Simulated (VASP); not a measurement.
## PtS2: relaxation of the atoms with PBE

Crystal: PtS2.

```
CELL_PARAMETERS angstrom
3.57659 0.00000 0.00000
-1.78830 3.09742 0.00000
0.00000 0.00000 6.49664
ATOMIC_POSITIONS crystal
Pt 0.00000 0.00000 0.00000
S 0.33333 0.66667 0.18895
S 0.66667 0.33333 0.81105
```

```yaml
Program: VASP 6.6.1
Task: relaxation of the atoms
Functional: PBE
Potentials_or_basis: VASP PAW PBE potentials, release 64 (Pt, S)
Cutoff: 520 eV
k_mesh: 9 × 9 × 4
Occupations: gaussian, width 0.05 eV
Spin: no spin polarisation
Dipole_correction: no
Further_INCAR_settings: ALGO = Normal; EDIFF = 1e-06; IBRION = 2; EDIFFG = -0.01; NSW = 50
```

```yaml
Energy_gained_by_relaxing: 0.0 meV/atom
Ionic_steps: 3
Pressure_after_relaxing: -0.2 GPa
Band_gap_on_the_k_mesh: 1.57 eV
```

Stress tensor (GPa, compression positive):
```
-0.24  0.00  0.00
 0.00 -0.24  0.00
 0.00  0.00 -0.07
```

Step by step:
| step | energy change (eV) | largest force (eV/Å) | pressure (GPa) |
| --- | --- | --- | --- |
| 1 | 0.0000 | 0.0364 | -0.35 |
| 2 | -0.0001 | 0.0145 | -0.25 |
| 3 | -0.0001 | 0.0002 | -0.18 |

Final structure:
```yaml
crystal:
  lattice:
    - [3.57659, 0.00000, 0.00000]
    - [-1.78830, 3.09742, 0.00000]
    - [0.00000, 0.00000, 6.49664]
  atoms:
    - { symbol: Pt, position: [0.00000, 0.00000, 0.00000] }
    - { symbol: S, position: [0.33333, 0.66667, 0.18850] }
    - { symbol: S, position: [0.66667, 0.33333, 0.81150] }
```

Levels at points of the mesh, in eV from the valence-band top:
```
           k point  band 9  band 10  band 11  band 12  band 13  band 14
(0.00, 0.00, 0.00)   -0.38    -0.37    -0.37     3.09     3.09     5.33
(0.00, 0.00, 0.50)   -0.74    -0.39    -0.39     3.12     3.12     5.91
```

Wall time 36 s on 1 thread of Intel(R) Xeon(R) Platinum 8488C (Sapphire Rapids), with other jobs on the host, peak memory 0.21 GiB.

Caveat: spin-orbit coupling is left out, which moves the levels of the heavy elements; an odd mesh through Γ misses points on the zone boundary, where band edges can lie; this functional lacks dispersion, which binds the layers, so the pressure and a relaxed spacing across them are unreliable. As with any semilocal functional, this PBE gap is likely too small.
